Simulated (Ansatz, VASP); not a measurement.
## One calculation of LiCl, two programs

```
Li Cl
1.0
     0.00000    2.65826    2.65826
     2.65826    0.00000    2.65826
     2.65826    2.65826    0.00000
Li Cl
1 1
Direct
  0.00000 0.00000 0.00000
  0.50000 0.50000 0.50000
```

Alike in both runs: task single point; functional PBE; k mesh 8 × 8 × 8; occupations gaussian, width 0.02 eV; no spin polarisation.

|  | VASP | Ansatz |
| --- | --- | --- |
| version | VASP 6.6.1 | Ansatz 0.2.0 |
| potentials or method | VASP PAW PBE potentials, release 64 (Li_sv, Cl), cutoff 520 eV | scalar-relativistic, plane waves, PAW |
| valence electrons in the cell | 10 | 10 |

|  | VASP | Ansatz | Ansatz less VASP |
| --- | --- | --- | --- |
| gap on the k mesh at the Fermi level (eV) | 5.77 | 5.76 | -0.011 |
| least direct gap on the mesh (eV) | 5.77 | 5.76 | -0.011 |

Noted on VASP's run: the cutoff is short for stress, so the pressure is rough.
